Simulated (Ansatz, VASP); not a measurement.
Two plane-wave programs on Sn3Se2

The input INCAR:

```
ALGO = Normal
EDIFF = 1E-7
EDIFFG = -0.08
ENCUT = 500
GGA = PE
GGA_COMPAT = False
IBRION = 2
ISIF = 3
ISMEAR = 0
LASPH = True
LCHARG = False
LREAL = False
LWAVE = False
NELM = 120
NELMIN = 4
NSW = 36
PREC = Accurate
SIGMA = 0.2
```

KPOINTS

```
k-points
0
Gamma
  3 3 3
```

The input POSCAR:

```
Sn3Se2
1.0
    5.5300027100      0.0000000000      0.0000000000
    0.0000000000      5.5300027100      0.0000000000
    0.0000000000      0.0000000000      5.5300027100
Sn Se
3 2
Direct
    0.5000000000      0.0000000000      0.0000000000
    0.0000000000      0.5000000000      0.0000000000
    0.0000000000      0.0000000000      0.5000000000
    0.5000000000      0.5000000000      0.5000000000
    0.0000000000      0.0000000000      0.0000000000
```

Input for Ansatz:

```yaml
crystal:
  lattice:
    - [5.53000271, 0.0, 0.0]
    - [0.0, 5.53000271, 0.0]
    - [0.0, 0.0, 5.53000271]
  atoms:
    - { symbol: Sn, position: [0.5, 0.0, 0.0] }
    - { symbol: Sn, position: [0.0, 0.5, 0.0] }
    - { symbol: Sn, position: [0.0, 0.0, 0.5] }
    - { symbol: Se, position: [0.5, 0.5, 0.5] }
    - { symbol: Se, position: [0.0, 0.0, 0.0] }
basis:
  ecutwfc: 420
kpoints:
  mp_grid: { grid: [3, 3, 3] }
hamiltonian:
  xc: pbe
scf:
  occupations: { method: gaussian, width: 0.2 }
  lower_state_search: "off"
output:
  forces: true
  stress: true
  eigenvalues: true
relax:
  adjacent_minimum: "off"
  f_tol: 0.08
  max_steps: 16
  cell: { stress_tol: 0.8 }
```

Alike in both runs: task relaxation of cell and atoms; functional PBE; k mesh 3 × 3 × 3; occupations gaussian, width 0.2 eV; no spin polarisation.

|  | VASP | Ansatz |
| --- | --- | --- |
| version | VASP 6.6.1 | Ansatz 0.2.0 |
| potentials or method | VASP PAW PBE potentials, release 64 (Sn_d, Se), cutoff 500 eV | scalar-relativistic, plane waves, PAW |
| valence electrons in the cell | 54 | 74 |

```csv
,VASP,Ansatz,Ansatz less VASP
"gap on the k mesh at the Fermi level, each at its own relaxed structure (eV)",none,none,-
relaxed volume (Å³/atom),33.82,33.82,0.000
relaxed cell length with the largest relative difference (Å),5.530,5.530,0.0000
```

A gap of «none» marks a metal or a gap that the smearing closes. VASP's potentials hold 54 valence electrons a cell and Ansatz's 74, so a difference there can come from the potentials and not from the codes.

The k mesh is coarse, so the values compare programs but aren't converged. Noted on VASP's run: the relaxation stopped at its first step, so nothing moved.
